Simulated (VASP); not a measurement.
Write the native input for VASP 6.6.1 that does the following.

* Task: single point
* Functional: LDA
* Potentials or basis: VASP PAW LDA potentials, release 64 (Sn_d, Ge_d)
* Cutoff: 520 eV
* k mesh: 6 × 6 × 6, shifted
* Occupations: gaussian, width 0.01 eV
* Spin: no spin polarisation
* Dipole correction: no
* Further INCAR settings: ALGO = Normal; EDIFF = 1e-06; NBANDS = 66

The structure of SnGe7 lies in POSCAR:

```
SnGe7
1.0
    5.7340725225      0.0000000000      0.0000000000
    0.0000000000      5.7340725225      0.0000000000
    0.0000000000      0.0000000000      5.7340725225
Sn Ge
1 7
Direct
    0.0000000000      0.0000000000      0.0000000000
    0.0000000000      0.5000000000      0.5000000000
    0.2584705725      0.2584705725      0.2584705725
    0.2584705725      0.7415294275      0.7415294275
    0.5000000000      0.0000000000      0.5000000000
    0.5000000000      0.5000000000      0.0000000000
    0.7415294275      0.2584705725      0.7415294275
    0.7415294275      0.7415294275      0.2584705725
```

These files were run (other wordings do the same):

INCAR

```
SYSTEM = SnGe7
PREC     = Accurate       ! precision mode
ENCUT    = 520            ! plane-wave cutoff, eV
EDIFF    = 1E-6           ! SCF threshold, eV
ISMEAR   = 0              ! smearing method
SIGMA    = 0.01           ! smearing width, eV
LREAL    = .FALSE.        ! projectors in reciprocal space
LASPH    = .TRUE.         ! aspherical terms in the spheres
NELM     = 80             ! most SCF steps
ALGO     = Normal         ! electronic algorithm
ISIF     = 2              ! what is computed and relaxed
LWAVE    = .FALSE.        ! write WAVECAR
LCHARG   = .FALSE.        ! write CHGCAR
GGA      = CA             ! functional
NBANDS   = 66             ! bands
```

KPOINTS

```
Automatic mesh
0
Gamma
  6 6 6
  0.5 0.5 0.5
```

Potentials or basis: VASP PAW LDA potentials, release 64 (Sn_d, Ge_d).

Launch:

```console
$ cat potpaw_LDA.64/Sn_d/POTCAR potpaw_LDA.64/Ge_d/POTCAR > POTCAR
$ mpirun -np 1 vasp_std > vasp.out
```

Results of the run:

* Pressure: 0.1 GPa
* Band gap on the k mesh: 0.14 eV, indirect (least direct gap 0.51 eV)

Caveat: spin-orbit coupling is left out, which moves the levels of the heavy elements.

Wall time 81 s on 1 thread of Intel(R) Xeon(R) Platinum 8488C (Sapphire Rapids), with other jobs on the host, peak memory 0.3 GiB.
